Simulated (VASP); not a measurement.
Input of a VASP 6.6.1 run:

Contents of INCAR:

```
SYSTEM = ScSi2
  PREC = Accurate
  ENCUT = 600
  EDIFF = 1E-7
  ISMEAR = -1
  SIGMA = 0.05
  LREAL = .False.
  LASPH = .True.
  NELM = 100
  ALGO = Normal
  ISIF = 3
  LWAVE = .False.
  LCHARG = .False.
  GGA = PE
  IBRION = 2
  NSW = 80
  EDIFFG = -0.01
```

File KPOINTS:

```
regular mesh
0
Gamma
  14 14 11
  0 0 0
```

The input POSCAR:

```
ScSi2
1.0
    3.6600000000      0.0000000000      0.0000000000
   -1.8300000000      3.1696530000      0.0000000000
    0.0000000000      0.0000000000      3.8700000000
Sc Si
1 2
Direct
    0.0000000000      0.0000000000      0.0000000000
    0.3333333333      0.6666666667      0.5000000000
    0.6666666667      0.3333333333      0.5000000000
```

Potentials or basis: VASP PAW PBE potentials, release 64 (Sc_sv, Si).

The run is started by

```console
$ cat potpaw_PBE.64/Sc_sv/POTCAR potpaw_PBE.64/Si/POTCAR > POTCAR
$ mpirun -np 1 vasp_std > vasp.out
```

Estimate the relaxed cell.

a = 4.029 Å, b = 4.029 Å, c = 3.629 Å, α = 90.00°, β = 90.00°, γ = 120.00°.

Estimate the space group after relaxing (to 0.05 Å).

P6/mmm (No. 191).

Final structure:
```cif
data_structure
_symmetry_space_group_name_H-M 'P 1'
_symmetry_Int_Tables_number 1
_cell_length_a 4.0292
_cell_length_b 4.0292
_cell_length_c 3.6294
_cell_angle_alpha 90.000
_cell_angle_beta 90.000
_cell_angle_gamma 120.000
_cell_volume 51.03
loop_
_atom_site_label
_atom_site_type_symbol
_atom_site_fract_x
_atom_site_fract_y
_atom_site_fract_z
_atom_site_occupancy
Sc1 Sc 0.00000 0.00000 0.00000 1
Si1 Si 0.33333 0.66667 0.50000 1
Si2 Si 0.66667 0.33333 0.50000 1
```

 Zero-point motion and thermal expansion aren't in these numbers.
